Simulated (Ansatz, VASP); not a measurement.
# Two plane-wave programs on InSe

```xyz
4
Lattice="5.8679 -2.0550 0.0000 5.8679 2.0550 0.0000 -1.5994 0.0000 4.3237" Properties=species:S:1:pos:R:3 pbc="T T T"
In   10.3665    0.0000    0.0216
In   -0.2301    0.0000    4.3020
Se    6.7188    0.0000    2.7758
Se    3.4176    0.0000    1.5479
```

Alike in both runs: task single point; functional PBEsol; k mesh 6 × 6 × 6; no spin polarisation.

|  | VASP | Ansatz |
| --- | --- | --- |
| version | VASP 6.6.1 | Ansatz 0.2.0 |
| potentials or method | VASP PAW PBE potentials, release 64 (In_d, Se), cutoff 520 eV | plane waves, PAW |
| occupations | gaussian, width 0.01 eV | fixed |
| valence electrons in the cell | 38 | 58 |

Ansatz gave:

| Item | Value |
| --- | --- |
| pressure (GPa) | -0.2 |
| traceless stress, the component that is largest in VASP (GPa) | 2.18 |
| rms of the force components (eV/Å) | 0.362 |

Estimate VASP's values.

pressure (GPa): -0.1; traceless stress, the component that is largest in VASP (GPa): 2.20; rms of the force components (eV/Å): 0.362.

VASP's potentials were made for PBE, not for PBEsol. Atom by atom the forces differ by 0.010 eV/Å (rms over components). VASP's potentials hold 38 valence electrons a cell and Ansatz's 58, so a difference there can come from the potentials and not from the codes.
